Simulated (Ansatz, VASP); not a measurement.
Nb in VASP and in Ansatz

```
CELL_PARAMETERS angstrom
-1.65249 1.65249 1.65249
1.65249 -1.65249 1.65249
1.65249 1.65249 -1.65249
ATOMIC_POSITIONS crystal
Nb 0.00000 0.00000 0.00000
```

Change from the starting cell: volume scaled by 1, PAW files.

Alike in both runs: task single point; functional r2SCAN; k mesh 18 × 18 × 18; occupations fermi-dirac, width 0.1 eV; no spin polarisation.

```csv
,VASP,Ansatz
version,VASP 6.6.1,Ansatz 0.2.0
potentials or method,"VASP PAW PBE potentials, release 64 (Nb_sv)","PAW with Ansatz's default frozen-core files, scalar-relativistic"
plane-wave cutoff (eV),520,500
valence electrons in the cell,13,13
```

|  | VASP | Ansatz | Ansatz less VASP |
| --- | --- | --- | --- |
| pressure (GPa) | -0.2 | 0.0 | +0.18 |

VASP's potentials were made for PBE, not for r2SCAN. With one functional, cell and mesh, what is left measures potentials, basis and numerics.
